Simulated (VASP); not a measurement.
# SrCl2 (Fm-3m) in VASP: further runs

Aim: see how the results for SrCl2 move with the level of theory and the settings. Levels: PBEsol+D4, PBEsol, PBEsol+D3(BJ). Tasks: single point, relaxation of cell and atoms.

All numbers are computed with VASP 6.6.1; they aren't measurements. Logs are shortened: lines on timing, memory, paths and dates and some standing lists are left out, and cuts for length are marked.

**1. The cell of the first run**

It takes space group Fm-3m (No. 225, cubic). The conventional cell has a = 6.865 Å, b = 6.865 Å, c = 6.865 Å, α = 90.00°, β = 90.00°, γ = 90.00°. Within 3.9 Å of Sr (site symmetry m-3m) lie 8 Cl at 2.97 Å. Within 3.9 Å of Cl (site symmetry -43m) lie 4 Sr at 2.97 Å and 6 Cl at 3.43 Å.

**2. Single point, PBEsol+D4**

File INCAR:

```
SYSTEM = SrCl2
PREC = Accurate
ENCUT = 520
EDIFF = 1E-6
ISMEAR = -1
SIGMA = 0.05
LREAL = .FALSE.
LASPH = .TRUE.
NELM = 100
ALGO = Normal
ISIF = 2
LWAVE = .FALSE.
LCHARG = .TRUE.
GGA = PS
IVDW = 13
LELF = .TRUE.
LVHAR = .TRUE.
NBANDS = 19
```

File KPOINTS:

```
regular mesh
0
G
  7 7 7
  0 0 0
```

File POSCAR:

```
SrCl2
1.0
    0.0000000000      3.4326611052      3.4326611052
    3.4326611052      0.0000000000      3.4326611052
    3.4326611052      3.4326611052      0.0000000000
Sr Cl
1 2
Direct
    0.0000000000      0.0000000000      0.0000000000
    0.7500000000      0.7500000000      0.7500000000
    0.2500000000      0.2500000000      0.2500000000
```

Potentials or basis: VASP PAW PBE potentials, release 64 (Sr_sv, Cl).

Launch:

```
$ cat potpaw_PBE.64/Sr_sv/POTCAR potpaw_PBE.64/Cl/POTCAR > POTCAR
$ mpirun -np 1 vasp_std > vasp.out
```

OUTCAR:

```text
SYSTEM = SrCl2
   PREC = Accurate
   ENCUT = 520
   EDIFF = 1E-6
   ISMEAR = -1
   LREAL = .FALSE.
   LASPH = .TRUE.
   NELM = 100
   ISIF = 2
   GGA = PS
   IVDW = 13

 ion  position               nearest neighbor table
   1  0.000  0.000  0.000-   2 2.97   3 2.97   2 2.97   2 2.97   2 2.97   3 2.97   3 2.97   3 2.97

   2  0.750  0.750  0.750-   1 2.97   1 2.97   1 2.97   1 2.97
   3  0.250  0.250  0.250-   1 2.97   1 2.97   1 2.97   1 2.97

  LATTYP: Found a face centered cubic cell.
 ALAT       =     6.8653222104

  Lattice vectors:

 A1 = (   0.0000000000,   3.4326611052,   3.4326611052)
 A2 = (   3.4326611052,   0.0000000000,   3.4326611052)
 A3 = (   3.4326611052,   3.4326611052,   0.0000000000)

Analysis of symmetry for initial positions (statically):
=====================================================================
 Subroutine PRICEL returns:
 Original cell was already a primitive cell.

 Routine SETGRP: Setting up the symmetry group for a
 face centered cubic supercell.

 Subroutine GETGRP returns: Found 48 space group operations
 (whereof 48 operations were pure point group operations)
 out of a pool of 48 trial point group operations.

The static configuration has the point symmetry O_h .

Analysis of symmetry for dynamics (positions and initial velocities):
=====================================================================
 Subroutine PRICEL returns:
 Original cell was already a primitive cell.

 Routine SETGRP: Setting up the symmetry group for a
 face centered cubic supercell.

 Subroutine GETGRP returns: Found 48 space group operations
 (whereof 48 operations were pure point group operations)
 out of a pool of 48 trial point group operations.

The dynamic configuration has the point symmetry O_h .

 Subroutine INISYM returns: Found 48 space group operations
 (whereof 48 operations are pure point group operations),
 and found     1 'primitive' translations

----------------------------------------------------------------------------------------

                                     Primitive cell

  volume of cell :      80.8952

  direct lattice vectors                    reciprocal lattice vectors
     0.000000000  3.432661105  3.432661105    -0.145659587  0.145659587  0.145659587
     3.432661105  0.000000000  3.432661105     0.145659587 -0.145659587  0.145659587
     3.432661105  3.432661105  0.000000000     0.145659587  0.145659587 -0.145659587

  length of vectors
     4.854515890  4.854515890  4.854515890     0.252289806  0.252289806  0.252289806

  position of ions in fractional coordinates (direct lattice)
     0.000000000  0.000000000  0.000000000
     0.750000000  0.750000000  0.750000000
     0.250000000  0.250000000  0.250000000

  ion indices of the primitive-cell ions
   primitive index   ion index
                 1           1
                 2           2
                 3           3

----------------------------------------------------------------------------------------

 KPOINTS: regular mesh

Automatic generation of k-mesh.
 Grid dimensions read from file:
 generate k-points for:    7    7    7

 Generating k-lattice:

  Cartesian coordinates                     Fractional coordinates (reciprocal lattice)
    -0.020808512  0.020808512  0.020808512     0.142857143  0.000000000  0.000000000
     0.020808512 -0.020808512  0.020808512     0.000000000  0.142857143  0.000000000
     0.020808512  0.020808512 -0.020808512     0.000000000  0.000000000  0.142857143

  Length of vectors
     0.036041401  0.036041401  0.036041401

  Shift w.r.t. Gamma in fractional coordinates (k-lattice)
     0.000000000  0.000000000  0.000000000

 Subroutine IBZKPT returns following result:
 ===========================================

 Found     20 irreducible k-points:

 Following reciprocal coordinates:
            Coordinates               Weight
  0.000000  0.000000  0.000000      1.000000
  0.142857  0.000000  0.000000      8.000000
  0.285714  0.000000  0.000000      8.000000
  0.428571  0.000000  0.000000      8.000000
  0.142857  0.142857  0.000000      6.000000
  0.285714  0.142857  0.000000     24.000000
[... 12 lines left out ...]
 -0.428571  0.428571  0.142857     24.000000
 -0.285714  0.428571  0.142857     24.000000
   k-points           NKPTS =     20   k-points in BZ     NKDIM =     20   number of bands    NBANDS=     19
   number of dos      NEDOS =    301   number of ions     NIONS =      3
   total plane-waves  NPLWV =  46656
   dimension x,y,z NGX =    36 NGY =   36 NGZ =   36
   dimension x,y,z NGXF=    72 NGYF=   72 NGZF=   72
   ions per type =               1   2
   NGX,Y,Z   is equivalent  to a cutoff of  12.33, 12.33, 12.33 a.u.
   NGXF,Y,Z  is equivalent  to a cutoff of  24.66, 24.66, 24.66 a.u.
 SYSTEM =  SrCl2
   PREC   = accura    normal or accurate (medium, high low for compatibility)
   ISTART =      0    job   : 0-new  1-cont  2-samecut
   ICHARG =      2    charge: 1-file 2-atom 10-const
   ISPIN  =      1    spin polarized calculation?
   LNONCOLLINEAR =      F non collinear calculations
   LSORBIT =      F    spin-orbit coupling
   LASPH  =      T    aspherical Exc in radial PAW
   ENCUT  =  520.0 eV  38.22 Ry    6.18 a.u.   9.03  9.03  9.03*2*pi/ulx,y,z
   NELM   =    100;   NELMIN=  2; NELMDL= -5     # of ELM steps
   EDIFF  = 0.1E-05   stopping-criterion for ELM
   LREAL  =      F    real-space projection
   EDIFFG = 0.1E-04   stopping-criterion for IOM
   NSW    =      0    number of steps for IOM
   IBRION =     -1    ionic relax: 0-MD 1-quasi-New 2-CG
   NFREE  =      0    steps in history (QN), initial steepest desc. (CG)
   ISIF   =      2    stress and relaxation
   ISYM   =      2    0-nonsym 1-usesym 2-fastsym
   POTIM  = 0.5000    time-step for ionic-motion
   TEBEG  =    0.0;   TEEND  =   0.0 temperature during run
   PSTRESS=    0.0 pullay stress
   NELECT =      24.0000    total number of electrons
   NUPDOWN=      -1.0000    fix difference up-down
   EMIN   =  10.00;   EMAX   =-10.00  energy-range for DOS
   EFERMI =   0.00;   METHOD = LEGACY
   ISMEAR =    -1;   SIGMA  =   0.05  broadening in eV -4-tet -1-fermi 0-gaus
   EFERMI_NEDOS =   21; number of points for ismear=-14 and -15
   IALGO  =     38    algorithm
   IMIX   =      4    mixing-type and parameters
     AMIX     =   0.40;   BMIX     =  1.00
     AMIX_MAG =   1.60;   BMIX_MAG =  1.00
  volume/ion in A,a.u.               =      26.97       181.97
  Fermi-wavevector in a.u.,A,eV,Ry     =   1.091870  2.063335 16.220599  1.192180
  Thomas-Fermi vector in A             =   2.228124
   LORBIT       =      0    0 simple, 1 ext, 2 COOP (PROOUT), +10 PAW based schemes
   GGA     = PS    functional components
   LHFCALC =     F    Hartree Fock is set to
   AEXX    =    0.0000 exact exchange contribution
   IVDW    =    13    specifies the selected vdW correction
   LEPSILON=     F    determine dielectric tensor
   LRPA    =     F    only Hartree local field effects (RPA)
 non-spin polarized calculation
  energy-cutoff  :      520.00
  volume of cell :       80.90
 maximum number of plane-waves:      2197
   NGX = 17   NGY = 17   NGZ = 17

 number of electron      23.9999999 magnetization

 Free energy of the ion-electron system (eV)
  ---------------------------------------------------
  ext. energy  EPLUGINS =         0.00000000
  ---------------------------------------------------
  free energy    TOTEN  =       -13.33720507 eV

  energy without entropy =      -13.33720507  energy(sigma->0) =      -13.33720507

 E-fermi :   1.5212     XC(G=0):  -8.7076

 val. band max:        0.3707609127   @ k =  -0.4286   0.4286   0.0000
 cond. band min:       5.7207482488   @ k =   0.0000   0.0000   0.0000
 fundamental gap:      5.3499873361
 Fermi energy:         1.5212022897

 k-point     1 :       0.0000    0.0000    0.0000
  band No.  band energies     occupation
      1     -32.2399      2.00000
      2     -14.2799      2.00000
      3     -14.2799      2.00000
      4     -14.2799      2.00000
      5     -13.0446      2.00000
      6     -12.0719      2.00000
[... 11 lines left out ...]
     18       9.3626      0.00000
     19       9.9743      0.00000

 k-point     2 :       0.1429    0.0000    0.0000
  band No.  band energies     occupation
      1     -32.2390      2.00000
      2     -14.3852      2.00000
      3     -14.2834      2.00000
      4     -14.2834      2.00000
      5     -12.8860      2.00000
      6     -12.1220      2.00000
[... 11 lines left out ...]
     18       9.2350      0.00000
     19      10.2728      0.00000

 k-point     3 :       0.2857    0.0000    0.0000
  band No.  band energies     occupation
      1     -32.2371      2.00000
      2     -14.5593      2.00000
      3     -14.2912      2.00000
      4     -14.2912      2.00000
      5     -12.6404      2.00000
      6     -12.1770      2.00000
[... 11 lines left out ...]
     18       9.1077      0.00000
     19       9.9767      0.00000

 k-point     4 :       0.4286    0.0000    0.0000
  band No.  band energies     occupation
      1     -32.2356      2.00000
      2     -14.6649      2.00000
      3     -14.2974      2.00000
      4     -14.2974      2.00000
      5     -12.5910      2.00000
      6     -12.0982      2.00000
[... 11 lines left out ...]
     18       9.1661      0.00000
     19       9.2290      0.00000

 k-point     5 :       0.1429    0.1429    0.0000
  band No.  band energies     occupation
      1     -32.2387      2.00000
      2     -14.4108      2.00000
      3     -14.2882      2.00000
      4     -14.2882      2.00000
      5     -12.8302      2.00000
      6     -12.1427      2.00000
[... 11 lines left out ...]
     18       9.1140      0.00000
     19       9.6964      0.00000

 k-point     6 :       0.2857    0.1429    0.0000
  band No.  band energies     occupation
      1     -32.2372      2.00000
      2     -14.5403      2.00000
      3     -14.3086      2.00000
      4     -14.2969      2.00000
      5     -12.5964      2.00000
      6     -12.2156      2.00000
[... 11 lines left out ...]
     18       9.2519      0.00000
     19       9.8220      0.00000

 k-point     7 :       0.4286    0.1429    0.0000
  band No.  band energies     occupation
      1     -32.2355      2.00000
      2     -14.6345      2.00000
      3     -14.3484      2.00000
      4     -14.3028      2.00000
      5     -12.4915      2.00000
      6     -12.1681      2.00000
[... 11 lines left out ...]
     18       9.1981      0.00000
     19       9.7890      0.00000

 k-point     8 :      -0.4286    0.1429    0.0000
  band No.  band energies     occupation
      1     -32.2350      2.00000
      2     -14.6508      2.00000
      3     -14.3740      2.00000
      4     -14.3016      2.00000
      5     -12.4961      2.00000
      6     -12.1169      2.00000
[... 168 lines left out ...]
 k-point    16 :      -0.4286    0.4286    0.0000
  band No.  band energies     occupation
      1     -32.2339      2.00000
      2     -14.7265      2.00000
      3     -14.3762      2.00000
      4     -14.3213      2.00000
      5     -12.3852      2.00000
      6     -12.1043      2.00000
[... 11 lines left out ...]
     18       9.7715      0.00000
     19      10.2838      0.00000

 k-point    17 :       0.4286    0.2857    0.1429
  band No.  band energies     occupation
      1     -32.2357      2.00000
      2     -14.6067      2.00000
      3     -14.3688      2.00000
      4     -14.3026      2.00000
      5     -12.3965      2.00000
      6     -12.2712      2.00000
[... 11 lines left out ...]
     18       8.9432      0.00000
     19      10.1508      0.00000

 k-point    18 :      -0.4286    0.2857    0.1429
  band No.  band energies     occupation
      1     -32.2346      2.00000
      2     -14.6163      2.00000
      3     -14.4533      2.00000
      4     -14.3100      2.00000
      5     -12.3575      2.00000
      6     -12.1926      2.00000
[... 11 lines left out ...]
     18       9.4886      0.00000
     19      10.1685      0.00000

 k-point    19 :      -0.4286    0.4286    0.1429
  band No.  band energies     occupation
      1     -32.2341      2.00000
      2     -14.6815      2.00000
      3     -14.4138      2.00000
      4     -14.3215      2.00000
      5     -12.3360      2.00000
      6     -12.1656      2.00000
[... 11 lines left out ...]
     18       9.7383      0.00000
     19      10.4598      0.00000

 k-point    20 :      -0.2857    0.4286    0.1429
  band No.  band energies     occupation
      1     -32.2340      2.00000
      2     -14.5967      2.00000
      3     -14.5227      2.00000
      4     -14.3203      2.00000
      5     -12.2784      2.00000
      6     -12.1980      2.00000
[... 11 lines left out ...]
     18       9.9262      0.00000
     19      10.9137      0.00000

------------------------ aborting loop because EDIFF is reached ----------------------------------------

  DFT-D4 for vdW energy calculation

  Edisp (eV):   -0.36093

  FORCE on cell =-STRESS in cart. coord.  units (eV):
  Direction    XX          YY          ZZ          XY          YZ          ZX
  --------------------------------------------------------------------------------------
  -------------------------------------------------------------------------------------
  Total       0.07869     0.07869     0.07869     0.00000    -0.00000     0.00000
  in kB       1.55844     1.55844     1.55844     0.00000    -0.00000     0.00000
  external pressure =        1.56 kB  Pullay stress =        0.00 kB

 VOLUME and BASIS-vectors are now :
 -----------------------------------------------------------------------------
  energy-cutoff  :      520.00
  volume of cell :       80.90
      direct lattice vectors                 reciprocal lattice vectors
     0.000000000  3.432661105  3.432661105    -0.145659587  0.145659587  0.145659587
     3.432661105  0.000000000  3.432661105     0.145659587 -0.145659587  0.145659587
     3.432661105  3.432661105  0.000000000     0.145659587  0.145659587 -0.145659587

 POSITION                                       TOTAL-FORCE (eV/Angst)
 -----------------------------------------------------------------------------------
      0.00000      0.00000      0.00000        -0.000000     -0.000000      0.000000
      5.14899      5.14899      5.14899         0.000000      0.000000      0.000000
      1.71633      1.71633      1.71633        -0.000000     -0.000000     -0.000000
 -----------------------------------------------------------------------------------
    total drift:                                0.000000      0.000000      0.000000

  FREE ENERGIE OF THE ION-ELECTRON SYSTEM (eV)
  ---------------------------------------------------
  free  energy   TOTEN  =       -13.6981363581 eV

  energy  without entropy=      -13.6981363581  energy(sigma->0) =      -13.69813636
```

It took 22 s on 1 thread of Intel Xeon Platinum 8375C at 2.90GHz (Ice Lake), shared host; peak memory 0.21 GiB.

Results:

```
Free energy                : -13.6981 eV
Pressure                   : 0.2 GPa
Band gap on the k mesh     : 5.35 eV, indirect (least direct gap 5.55 eV)
Dispersion energy per atom : -0.120 eV
```

Levels at points of the mesh, in eV from the valence-band top:
```
           k point  band 9  band 10  band 11  band 12  band 13  band 14  band 15  band 16
(0.00, 0.00, 0.00)   -2.31    -0.32    -0.32    -0.32     5.35     5.98     5.98     8.99
```

Caveat: the PAW data sets were made with another functional, which shifts forces and pressure a little.

[end of part 1 of 3]
